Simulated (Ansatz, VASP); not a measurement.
Al in VASP and in Ansatz

The input INCAR:

```
ALGO = Normal
EDIFF = 1E-6
ENCUT = 500
GGA = PE
GGA_COMPAT = F
ISIF = 2
ISMEAR = 0
LASPH = T
LCHARG = T
LELF = T
LREAL = F
LVHAR = T
LWAVE = F
NBANDS = 8
NELM = 120
PREC = Accurate
SIGMA = 0.1
```

File KPOINTS:

```
k-points
0
Gamma
  10 10 10
```

Contents of POSCAR:

```
Al
1.0
   -1.5912186900      1.5912186900      1.5912186900
    1.5912186900     -1.5912186900      1.5912186900
    1.5912186900      1.5912186900     -1.5912186900
Al
1
Direct
    0.0000000000      0.0000000000      0.0000000000
```

Input for Ansatz:

```yaml
crystal:
  lattice:
    - [-1.59121869, 1.59121869, 1.59121869]
    - [1.59121869, -1.59121869, 1.59121869]
    - [1.59121869, 1.59121869, -1.59121869]
  atoms:
    - { symbol: Al, position: [0.0, 0.0, 0.0] }
basis: {}
kpoints:
  mp_grid: { grid: [10, 10, 10] }
hamiltonian:
  xc: pbe
scf:
  occupations: { method: gaussian, width: 0.1 }
output:
  forces: true
  stress: true
  eigenvalues: true
```

Alike in both runs: task single point; functional PBE; k mesh 10 × 10 × 10; occupations gaussian, width 0.1 eV; no spin polarisation.

```csv
,VASP,Ansatz
version,VASP 6.6.1,Ansatz 0.2.0
potentials or method,"VASP PAW PBE potentials, release 64 (Al)","scalar-relativistic, plane waves, PAW"
plane-wave cutoff (eV),500,420
valence electrons in the cell,3,3
```

```tsv
	VASP	Ansatz	Ansatz less VASP
gap on the k mesh at the Fermi level (eV)	none	none	-
pressure (GPa)	4.3	4.3	+0.02
```

A gap of «none» marks a metal or a gap that the smearing closes. With one functional, cell and mesh, what is left measures potentials, basis and numerics.
